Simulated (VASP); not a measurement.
Wanted: the native input for a VASP 6.6.1 run.

- Task: single point
- Functional: PBEsol
- Potentials or basis: VASP PAW PBE potentials, release 64 (Mg)
- Cutoff: 520 eV
- k mesh: 9 × 9 × 5
- Occupations: gaussian, width 0.1 eV
- Spin: no spin polarisation
- Dipole correction: no
- Further INCAR settings: ALGO = Normal; EDIFF = 1e-06; NBANDS = 9

The structure of Mg lies in POSCAR:

```
Mg
1.0
    3.2031988900      0.0000000000      0.0000000000
   -1.6015994400      2.7740516100      0.0000000000
    0.0000000000      0.0000000000      5.2010000000
Mg
2
Direct
    0.3333333300      0.6666666700      0.2500000000
    0.6666666700      0.3333333300      0.7500000000
```

The input as run:

INCAR

```
PREC = Accurate
ENCUT = 520
EDIFF = 1E-6
ISMEAR = 0
SIGMA = 0.1
LREAL = F
LASPH = T
NELM = 100
ALGO = Normal
ISIF = 2
LWAVE = F
LCHARG = T
GGA = PS
LELF = T
LVHAR = T
NBANDS = 9
```

KPOINTS

```
regular mesh
0
Gamma
  9 9 5
```

Potentials or basis: VASP PAW PBE potentials, release 64 (Mg).

Launch:

```console
$ cat potpaw_PBE.64/Mg/POTCAR > POTCAR
$ mpirun -np 1 vasp_std > vasp.out
```

It gave:

- Pressure: -1.0 GPa
- Band gap on the k mesh: zero (band 2 reaches 3.54 eV, above the bottom of band 3 at 1.32 eV)

Caveat: the PAW data sets were made with another functional, which shifts forces and pressure a little.

Run time: 10 s on 1 thread of AMD EPYC 7R13 Processor (Zen 3), with other jobs on the host, peak memory 0.13 GiB.
